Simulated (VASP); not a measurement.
A run of VASP 6.6.1:

The input POSCAR:

```
P
1.0
    2.4614804167      0.0000000000      0.0000000000
    0.0000000000      2.4614804167      0.0000000000
    0.0000000000      0.0000000000      2.4614804167
P
1
Direct
    0.0000000000      0.0000000000      0.0000000000
```

The input INCAR.step1:

```
PREC = Accurate
ENCUT = 520
ISMEAR = 0
SIGMA = 0.1
LREAL = False
LASPH = True
NELM = 100
NBANDS = 8
GGA = PE
ALGO = Normal
EDIFF = 1E-4
LWAVE = True
LCHARG = False
```

The input INCAR.step2:

```
PREC = Accurate
ENCUT = 520
EDIFF = 1E-6
ISMEAR = 0
SIGMA = 0.1
LREAL = False
LASPH = True
NELM = 100
ALGO = Normal
ISIF = 2
LWAVE = False
LCHARG = False
METAGGA = R2SCAN
LMIXTAU = True
NBANDS = 8
ISTART = 1
```

File KPOINTS:

```
Automatic mesh
0
Gamma
  18 18 18
```

Potentials or basis: VASP PAW PBE potentials, release 64 (P).

Command:

```console
$ cat potpaw_PBE.64/P/POTCAR > POTCAR
$ cp INCAR.step1 INCAR
$ mpirun -np 1 vasp_std > vasp.out
$ cp INCAR.step2 INCAR
$ mpirun -np 1 vasp_std > vasp.out
```

Hardware: 1 thread of Intel(R) Xeon(R) Platinum 8488C (Sapphire Rapids), with other jobs on the host.

Problem. How long does it take, and how much memory?

Solution. It took 59 s on 1 thread of Intel(R) Xeon(R) Platinum 8488C (Sapphire Rapids), with other jobs on the host, peak memory 0.13 GiB. Counts: k points 220.
